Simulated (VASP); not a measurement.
# AlNi3 (Pm-3m) in VASP: further runs

The runs below take AlNi3 through single point, with PBE.

Everything below comes from runs of VASP 6.6.1. Logs are shortened: lines on timing, memory, paths and dates and some standing lists are left out, and cuts for length are marked.

## (1) The cell of the first run

It takes space group Pm-3m (No. 221, cubic). Conventional cell: a = 3.426 Å, b = 3.426 Å, c = 3.426 Å, α = 90.00°, β = 90.00°, γ = 90.00°. Within 3.2 Å of Al (site symmetry m-3m) lie 12 Ni at 2.42 Å. Within 3.2 Å of Ni (site symmetry 4/mmm) lie 4 Al at 2.42 Å and 8 Ni at 2.42 Å.

## (2) Single point, PBE (volume scaled by 0.92)

The input, INCAR:

```
SYSTEM = AlNi3
  PREC = Accurate
  ENCUT = 520
  EDIFF = 1E-6
  ISMEAR = -1
  SIGMA = 0.03
  LREAL = .False.
  LASPH = .True.
  NELM = 80
  ALGO = Normal
  ISIF = 2
  LWAVE = .False.
  LCHARG = .True.
  GGA = PE
  LELF = .True.
  LVHAR = .True.
  NBANDS = 24
```

The input, KPOINTS:

```
regular mesh
0
Gamma
  10 10 10
  0 0 0
```

The input, POSCAR:

```
AlNi3
1.0
    3.4264836614      0.0000000000      0.0000000000
    0.0000000000      3.4264836614      0.0000000000
    0.0000000000      0.0000000000      3.4264836614
Al Ni
1 3
Direct
    0.0000000000      0.0000000000      0.0000000000
    0.0000000000      0.5000000000      0.5000000000
    0.5000000000      0.0000000000      0.5000000000
    0.5000000000      0.5000000000      0.0000000000
```

Potentials or basis: VASP PAW PBE potentials, release 64 (Al, Ni).

On the command line:

```sh
cat potpaw_PBE.64/Al/POTCAR potpaw_PBE.64/Ni/POTCAR > POTCAR
mpirun -np 1 vasp_std > vasp.out
```

OUTCAR:

```text
SYSTEM = AlNi3
   PREC = Accurate
   ENCUT = 520
   EDIFF = 1E-6
   ISMEAR = -1
   LREAL = .False.
   LASPH = .True.
   NELM = 80
   ISIF = 2
   GGA = PE

 ion  position               nearest neighbor table
   1  0.000  0.000  0.000-   2 2.42   3 2.42   4 2.42   2 2.42   3 2.42   2 2.42   4 2.42   2 2.42
                             3 2.42   4 2.42   3 2.42   4 2.42
   2  0.000  0.500  0.500-   1 2.42   3 2.42   4 2.42   1 2.42   4 2.42   1 2.42   3 2.42   1 2.42
                             3 2.42   4 2.42   4 2.42   3 2.42
   3  0.500  0.000  0.500-   1 2.42   2 2.42   4 2.42   1 2.42   4 2.42   2 2.42   4 2.42   4 2.42
                             1 2.42   2 2.42   1 2.42   2 2.42
   4  0.500  0.500  0.000-   1 2.42   2 2.42   3 2.42   2 2.42   3 2.42   1 2.42   3 2.42   3 2.42
                             1 2.42   2 2.42   2 2.42   1 2.42

  LATTYP: Found a simple cubic cell.
 ALAT       =     3.4264836614

  Lattice vectors:

 A1 = (   3.4264836614,   0.0000000000,   0.0000000000)
 A2 = (   0.0000000000,   3.4264836614,   0.0000000000)
 A3 = (   0.0000000000,   0.0000000000,   3.4264836614)

Analysis of symmetry for initial positions (statically):
=====================================================================
 Subroutine PRICEL returns:
 Original cell was already a primitive cell.

 Routine SETGRP: Setting up the symmetry group for a
 simple cubic supercell.

 Subroutine GETGRP returns: Found 48 space group operations
[... 9 lines left out ...]

 Routine SETGRP: Setting up the symmetry group for a
 simple cubic supercell.

 Subroutine GETGRP returns: Found 48 space group operations
[... 11 lines left out ...]
                                     Primitive cell

  volume of cell :      40.2296

  direct lattice vectors                    reciprocal lattice vectors
     3.426483661  0.000000000  0.000000000     0.291844380  0.000000000  0.000000000
     0.000000000  3.426483661  0.000000000     0.000000000  0.291844380  0.000000000
     0.000000000  0.000000000  3.426483661     0.000000000  0.000000000  0.291844380

  length of vectors
     3.426483661  3.426483661  3.426483661     0.291844380  0.291844380  0.291844380

  position of ions in fractional coordinates (direct lattice)
     0.000000000  0.000000000  0.000000000
     0.000000000  0.500000000  0.500000000
     0.500000000  0.000000000  0.500000000
     0.500000000  0.500000000  0.000000000

  ion indices of the primitive-cell ions
   primitive index   ion index
                 1           1
                 2           2
                 3           3
                 4           4

----------------------------------------------------------------------------------------

 KPOINTS: regular mesh

Automatic generation of k-mesh.
 Grid dimensions read from file:
 generate k-points for:   10   10   10

 Generating k-lattice:

  Cartesian coordinates                     Fractional coordinates (reciprocal lattice)
     0.029184438  0.000000000  0.000000000     0.100000000  0.000000000  0.000000000
     0.000000000  0.029184438  0.000000000     0.000000000  0.100000000  0.000000000
     0.000000000  0.000000000  0.029184438     0.000000000  0.000000000  0.100000000

  Length of vectors
     0.029184438  0.029184438  0.029184438

  Shift w.r.t. Gamma in fractional coordinates (k-lattice)
     0.000000000  0.000000000  0.000000000

 Subroutine IBZKPT returns following result:
 ===========================================

 Found     56 irreducible k-points:

 Following reciprocal coordinates:
            Coordinates               Weight
  0.000000  0.000000  0.000000      1.000000
  0.100000  0.000000  0.000000      6.000000
  0.200000  0.000000  0.000000      6.000000
  0.300000  0.000000  0.000000      6.000000
  0.400000  0.000000  0.000000      6.000000
  0.500000  0.000000  0.000000      3.000000
[... 16 lines left out ...]
  0.200000  0.100000  0.100000     24.000000
  0.300000  0.100000  0.100000     24.000000
 [... further k-points ...]
   k-points           NKPTS =     56   k-points in BZ     NKDIM =     56   number of bands    NBANDS=     24
   number of dos      NEDOS =    301   number of ions     NIONS =      4
   total plane-waves  NPLWV =  21952
   dimension x,y,z NGX =    28 NGY =   28 NGZ =   28
   dimension x,y,z NGXF=    56 NGYF=   56 NGZF=   56
   ions per type =               1   3
   NGX,Y,Z   is equivalent  to a cutoff of  13.59, 13.59, 13.59 a.u.
   NGXF,Y,Z  is equivalent  to a cutoff of  27.17, 27.17, 27.17 a.u.
 SYSTEM =  AlNi3
   PREC   = accura    normal or accurate (medium, high low for compatibility)
   ISTART =      0    job   : 0-new  1-cont  2-samecut
   ICHARG =      2    charge: 1-file 2-atom 10-const
   ISPIN  =      1    spin polarized calculation?
   LNONCOLLINEAR =      F non collinear calculations
   LSORBIT =      F    spin-orbit coupling
   LASPH  =      T    aspherical Exc in radial PAW
   ENCUT  =  520.0 eV  38.22 Ry    6.18 a.u.   6.37  6.37  6.37*2*pi/ulx,y,z
   NELM   =     80;   NELMIN=  2; NELMDL= -5     # of ELM steps
   EDIFF  = 0.1E-05   stopping-criterion for ELM
   LREAL  =      F    real-space projection
   EDIFFG = 0.1E-04   stopping-criterion for IOM
   NSW    =      0    number of steps for IOM
   IBRION =     -1    ionic relax: 0-MD 1-quasi-New 2-CG
   NFREE  =      0    steps in history (QN), initial steepest desc. (CG)
   ISIF   =      2    stress and relaxation
   ISYM   =      2    0-nonsym 1-usesym 2-fastsym
   POTIM  = 0.5000    time-step for ionic-motion
   TEBEG  =    0.0;   TEEND  =   0.0 temperature during run
   PSTRESS=    0.0 pullay stress
   NELECT =      33.0000    total number of electrons
   NUPDOWN=      -1.0000    fix difference up-down
   EMIN   =  10.00;   EMAX   =-10.00  energy-range for DOS
   EFERMI =   0.00;   METHOD = LEGACY
   ISMEAR =    -1;   SIGMA  =   0.03  broadening in eV -4-tet -1-fermi 0-gaus
   EFERMI_NEDOS =   21; number of points for ismear=-14 and -15
   IALGO  =     38    algorithm
   IMIX   =      4    mixing-type and parameters
     AMIX     =   0.40;   BMIX     =  1.00
     AMIX_MAG =   1.60;   BMIX_MAG =  1.00
  volume/ion in A,a.u.               =      10.06        67.87
  Fermi-wavevector in a.u.,A,eV,Ry     =   1.532489  2.895985 31.953606  2.348524
  Thomas-Fermi vector in A             =   2.639688
   LORBIT       =      0    0 simple, 1 ext, 2 COOP (PROOUT), +10 PAW based schemes
   GGA     = PE    functional components
[... 5 lines left out ...]
 non-spin polarized calculation
  energy-cutoff  :      520.00
  volume of cell :       40.23
 maximum number of plane-waves:      1108
 NGX is ok and might be reduce to    28
   NGX = 13   NGY = 13   NGZ = 13

 number of electron      32.9999986 magnetization

 Free energy of the ion-electron system (eV)
  ---------------------------------------------------
  ext. energy  EPLUGINS =         0.00000000
  ---------------------------------------------------
  free energy    TOTEN  =       -21.48306481 eV

  energy without entropy =      -21.46885447  energy(sigma->0) =      -21.47595964

 E-fermi :  11.1024     XC(G=0): -13.3135

 val. band max:       11.0983128241   @ k =   0.4000   0.4000   0.4000
 cond. band min:      11.1065022067   @ k =   0.3000   0.2000   0.1000
 fundamental gap:      0.0081893826
 Fermi energy:        11.1024113647

 k-point     1 :       0.0000    0.0000    0.0000
  band No.  band energies     occupation
      1       0.3659      2.00000
      2       6.1722      2.00000
      3       6.9666      2.00000
      4       6.9666      2.00000
      5       7.4379      2.00000
      6       7.4379      2.00000
[... 16 lines left out ...]
     23      24.3708      0.00000
     24      24.3708      0.00000

 k-point     2 :       0.1000    0.0000    0.0000
  band No.  band energies     occupation
      1       0.4988      2.00000
      2       6.2190      2.00000
      3       6.8909      2.00000
      4       7.0552      2.00000
      5       7.4612      2.00000
      6       7.4612      2.00000
[... 16 lines left out ...]
     23      23.7172      0.00000
     24      23.7172      0.00000

 k-point     3 :       0.2000    0.0000    0.0000
  band No.  band energies     occupation
      1       0.8929      2.00000
      2       6.2299      2.00000
      3       6.7133      2.00000
      4       7.3067      2.00000
      5       7.5268      2.00000
      6       7.5268      2.00000
[... 16 lines left out ...]
     23      22.0618      0.00000
     24      22.0618      0.00000

 k-point     4 :       0.3000    0.0000    0.0000
  band No.  band energies     occupation
      1       1.5321      2.00000
      2       5.6602      2.00000
      3       6.8150      2.00000
      4       7.6194      2.00000
      5       7.6194      2.00000
      6       7.6728      2.00000
[... 16 lines left out ...]
     23      20.3367      0.00000
     24      21.7920      0.00000

 k-point     5 :       0.4000    0.0000    0.0000
  band No.  band energies     occupation
      1       2.3763      2.00000
      2       4.6659      2.00000
      3       7.0296      2.00000
      4       7.7080      2.00000
      5       7.7080      2.00000
      6       7.8428      2.00000
[... 16 lines left out ...]
     23      19.7009      0.00000
     24      21.0935      0.00000

 k-point     6 :       0.5000    0.0000    0.0000
  band No.  band energies     occupation
      1       3.1203      2.00000
      2       3.8409      2.00000
      3       7.1273      2.00000
      4       7.7465      2.00000
      5       7.7465      2.00000
      6       7.9024      2.00000
[... 16 lines left out ...]
     23      19.9348      0.00000
     24      20.6902      0.00000
[... 379 lines left out ...]
 k-point    21 :       0.5000    0.5000    0.0000
  band No.  band energies     occupation
      1       5.1005      2.00000
      2       5.6961      2.00000
      3       5.6961      2.00000
      4       7.4504      2.00000
      5       7.6125      2.00000
      6       8.1911      2.00000
[... 16 lines left out ...]
     23      20.4203      0.00000
     24      23.2577      0.00000

 k-point    22 :       0.1000    0.1000    0.1000
  band No.  band energies     occupation
      1       0.7621      2.00000
      2       6.3205      2.00000
      3       6.9865      2.00000
      4       6.9865      2.00000
      5       7.4137      2.00000
      6       7.5664      2.00000
[... 16 lines left out ...]
     23      22.3634      0.00000
     24      22.7411      0.00000

 k-point    23 :       0.2000    0.1000    0.1000
  band No.  band energies     occupation
      1       1.1509      2.00000
      2       6.3654      2.00000
      3       6.7924      2.00000
      4       7.2318      2.00000
      5       7.4181      2.00000
      6       7.6320      2.00000
[... 16 lines left out ...]
     23      21.1441      0.00000
     24      21.6456      0.00000

 k-point    24 :       0.3000    0.1000    0.1000
  band No.  band energies     occupation
      1       1.7804      2.00000
      2       5.8318      2.00000
      3       6.8856      2.00000
      4       7.4619      2.00000
      5       7.5503      2.00000
      6       7.7680      2.00000
[... 16 lines left out ...]
     23      20.3681      0.00000
     24      22.8241      0.00000

 [... further k-points ...]

------------------------ aborting loop because EDIFF is reached ----------------------------------------

  FORCE on cell =-STRESS in cart. coord.  units (eV):
  Direction    XX          YY          ZZ          XY          YZ          ZX
  --------------------------------------------------------------------------------------
  -------------------------------------------------------------------------------------
  Total        7.1005897      7.1005897      7.1005897     -0.0000000     -0.0000000      0.0000000
  in kB      282.7867165    282.7867165    282.7867165     -0.0000000     -0.0000000      0.0000000
  external PRESSURE =     282.7867165 kB  Pullay stress =       0.0000000 kB

 VOLUME and BASIS-vectors are now :
 -----------------------------------------------------------------------------
  energy-cutoff  :      520.00
  volume of cell :       40.23
      direct lattice vectors                 reciprocal lattice vectors
     3.426483661  0.000000000  0.000000000     0.291844380  0.000000000  0.000000000
     0.000000000  3.426483661  0.000000000     0.000000000  0.291844380  0.000000000
     0.000000000  0.000000000  3.426483661     0.000000000  0.000000000  0.291844380

 POSITION                                       TOTAL-FORCE (eV/Angst)
 -----------------------------------------------------------------------------------
      0.00000      0.00000      0.00000         0.000000      0.000000      0.000000
      0.00000      1.71324      1.71324         0.000000      0.000000      0.000000
      1.71324      0.00000      1.71324         0.000000      0.000000      0.000000
      1.71324      1.71324      0.00000         0.000000      0.000000      0.000000
 -----------------------------------------------------------------------------------
    total drift:                                0.000000      0.000000      0.000000

  FREE ENERGIE OF THE ION-ELECTRON SYSTEM (eV)
  ---------------------------------------------------
  free  energy   TOTEN  =       -21.4830648144 eV

  energy  without entropy=      -21.4688544710  energy(sigma->0) =      -21.47595964
```

Wall time 39 s (1 thread of AMD EPYC 9R14 (Zen 4), shared host); peak memory 0.15 GiB.

Results:

```
Free energy : -21.4831 eV
Pressure    : 28.3 GPa
```

 Spin polarisation is off, so any magnetic state and its effect on volume and gap are missing.

## (3) Single point, PBE (volume scaled by 0.96)

The input, INCAR:

```
PREC = Accurate
ENCUT = 520
EDIFF = 1E-6
ISMEAR = -1
SIGMA = 0.03
LREAL = False
LASPH = True
NELM = 100
ALGO = Normal
ISIF = 2
LWAVE = False
LCHARG = False
GGA = PE
NBANDS = 24
```

The input, KPOINTS:

```
regular mesh
0
Gamma
  10 10 10
```

The input, POSCAR:

```
AlNi3
1.0
    3.4754400422      0.0000000000      0.0000000000
    0.0000000000      3.4754400422      0.0000000000
    0.0000000000      0.0000000000      3.4754400422
Al Ni
1 3
Direct
    0.0000000000      0.0000000000      0.0000000000
    0.0000000000      0.5000000000      0.5000000000
    0.5000000000      0.0000000000      0.5000000000
    0.5000000000      0.5000000000      0.0000000000
```

Potentials or basis: VASP PAW PBE potentials, release 64 (Al, Ni).

On the command line:

```sh
cat potpaw_PBE.64/Al/POTCAR potpaw_PBE.64/Ni/POTCAR > POTCAR
mpirun -np 1 vasp_std > vasp.out
```

It took 37 s on 1 thread of AMD EPYC 9R14 (Zen 4), shared host; peak memory 0.15 GiB.

It converged, with:

```
Free energy : -21.7251 eV
Pressure    : 16.5 GPa
```

Levels at points of the mesh, in eV from the Fermi level:
| k point | band 15 | band 16 | band 17 | band 18 | band 19 | band 20 |
| --- | --- | --- | --- | --- | --- | --- |
| (0.00, 0.00, 0.00) | 0.21 | 0.21 | 0.91 | 0.91 | 0.91 | 7.05 |
| (0.50, 0.00, 0.00) | -0.96 | -0.40 | 0.21 | 5.89 | 5.89 | 5.94 |
| (0.50, 0.50, 0.00) | -0.90 | -0.81 | -0.51 | 1.14 | 1.14 | 8.58 |
| (0.50, 0.50, 0.50) | -1.02 | -0.25 | -0.02 | -0.02 | -0.02 | 3.94 |

 Spin polarisation is off, so any magnetic state and its effect on volume and gap are missing.

(Part 1 of 2 ends here.)
